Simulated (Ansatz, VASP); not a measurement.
# One calculation of SrO, two programs

```
Sr O
1.0
     3.10287    0.00000    0.00000
     0.00000    3.10287    0.00000
     0.00000    0.00000    3.10287
Sr O
1 1
Direct
  0.00000 0.00000 0.00000
  0.50000 0.50000 0.50000
```

Alike in both runs: task single point; functional PBE-based screened hybrid; k mesh 4 × 4 × 4; no spin polarisation.

|  | VASP | Ansatz |
| --- | --- | --- |
| version | VASP 6.6.1 | Ansatz 0.2.0 |
| potentials or method | VASP PAW PBE potentials, release 64 (Sr_sv, O) | plane waves |
| plane-wave cutoff (eV) | 520 | 420 |
| occupations | gaussian, width 0.01 eV | fixed |
| valence electrons in the cell | 16 | 16 |

VASP gave:

* gap on the k mesh at the Fermi level (eV): 3.49
* pressure (GPa): 1.8

Problem. What did Ansatz give for the same quantities?

Solution. gap on the k mesh at the Fermi level (eV): 3.54; pressure (GPa): 1.0.

VASP's potentials were made for PBE, not for PBE-based screened hybrid. Ansatz's warnings: stress exchange threshold loose, stress scf threshold loose.

The k mesh is coarse, so the values compare programs but aren't converged.
